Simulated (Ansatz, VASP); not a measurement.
**WF: VASP beside Ansatz**

```
CELL_PARAMETERS angstrom
0.00000 2.45905 2.45905
2.45905 0.00000 2.45905
2.45905 2.45905 0.00000
ATOMIC_POSITIONS crystal
W 0.00000 0.00000 0.00000
F 0.75000 0.75000 0.75000
```

Alike in both runs: task single point; functional PBE; k mesh 6 × 6 × 6; occupations gaussian, width 0.1 eV; no spin polarisation.

|  | VASP | Ansatz |
| --- | --- | --- |
| version | VASP 6.6.1 | Ansatz 0.2.0 |
| potentials or method | VASP PAW PBE potentials, release 64 (W_sv, F), cutoff 520 eV | scalar-relativistic, plane waves, PAW |
| valence electrons in the cell | 21 | 21 |

Ansatz gave:

| Quantity | Value |
| --- | --- |
| gap on the k mesh at the Fermi level (eV) | none |
| pressure (GPa) | -6.1 |

Q: Estimate VASP's values.

A: gap on the k mesh at the Fermi level (eV): none; pressure (GPa): -5.2.

A gap of «none» marks a metal or a gap that the smearing closes. The functional is the same, so the differences come from potentials, cutoffs and numerics.

The k mesh is coarse, so the values compare programs but aren't converged. Spin-orbit coupling is off throughout.
